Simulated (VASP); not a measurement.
Wanted: the native input for a VASP 6.6.1 run.

```
Task                   : single point
Functional             : PBE
Potentials or basis    : VASP PAW PBE potentials, release 64 (Ta_pv, N)
Cutoff                 : 520 eV
k mesh                 : 12 × 12 × 10
Occupations            : fermi-dirac, width 0.02 eV
Spin                   : no spin polarisation
Dipole correction      : no
Further INCAR settings : ALGO = Normal; EDIFF = 1e-06; NBANDS = 15
```

The structure of TaN lies in POSCAR:

```
TaN
1.0
    2.9281727019      0.0000000000      0.0000000000
   -1.4640863509      2.5358719465      0.0000000000
    0.0000000000      0.0000000000      2.8733577875
Ta N
1 1
Direct
    0.3333333333      0.6666666667      0.5000000000
    0.0000000000      0.0000000000      0.0000000000
```

This cell differs from its parent crystal: volume scaled by 0.99.

The input as run:

INCAR

```
ALGO = Normal
EDIFF = 1E-6
ENCUT = 520
GGA = PE
ISIF = 2
ISMEAR = -1
LASPH = True
LCHARG = False
LREAL = False
LWAVE = False
NBANDS = 15
NELM = 100
PREC = Accurate
SIGMA = 0.02
```

KPOINTS

```
k-points
0
Gamma
  12 12 10
```

Potentials or basis: VASP PAW PBE potentials, release 64 (Ta_pv, N).

Run with:

```console
$ cat potpaw_PBE.64/Ta_pv/POTCAR potpaw_PBE.64/N/POTCAR > POTCAR
$ mpirun -np 1 vasp_std > vasp.out
```

It gave:

```yaml
Pressure: 9.1 GPa
Band_gap_on_the_k_mesh: zero (band 8 reaches 8.78 eV, above the bottom of band 9 at 8.27 eV)
```

Caveat: spin-orbit coupling is left out, which moves the levels of the heavy elements.

It took 22 s on 1 thread of Intel(R) Xeon(R) Platinum 8259CL CPU @ 2.50GHz (Skylake/Cascade Lake), with other jobs on the host, peak memory 0.17 GiB.
